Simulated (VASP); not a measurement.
A run of VASP 6.6.1:

File INCAR:

```
SYSTEM = NiSe3
ALGO = Normal ; EDIFF = 1E-6
ENCUT = 520 ; GGA = PE
ISIF = 2 ; ISMEAR = 0
ISPIN = 2 ; LASPH = .True.
LCHARG = .False. ; LMAXMIX = 4
LORBIT = 11 ; LREAL = .False.
LWAVE = .False. ; MAGMOM = 0.64 0 0 0
NBANDS = 26 ; NELM = 150
PREC = Accurate ; SIGMA = 0.1
```

Contents of KPOINTS:

```
k-points
0
Gamma
  4 4 4
  0 0 0
```

POSCAR

```
NiSe3
1.0
    4.2005557082      0.0000000000      0.0000000000
    0.0000000000      4.2005557082      0.0000000000
    0.0000000000      0.0000000000      4.2005557082
Ni Se
1 3
Direct
    0.0000000000      0.0000000000      0.0000000000
    0.0000000000      0.5000000000      0.5000000000
    0.5000000000      0.0000000000      0.5000000000
    0.5000000000      0.5000000000      0.0000000000
```

Potentials or basis: VASP PAW PBE potentials, release 64 (Ni, Se).

Launch:

```console
$ cat potpaw_PBE.64/Ni/POTCAR potpaw_PBE.64/Se/POTCAR > POTCAR
$ mpirun -np 1 vasp_std > vasp.out
```

Hardware: 1 thread of AMD EPYC 7R13 Processor (Zen 3), with other jobs on the host.

Q: How long does it take, and how much memory?

A: Run time: 36 s on 1 thread of AMD EPYC 7R13 Processor (Zen 3) (shared host), peak memory 0.17 GiB. Counts: scf iterations 15, k points 10.
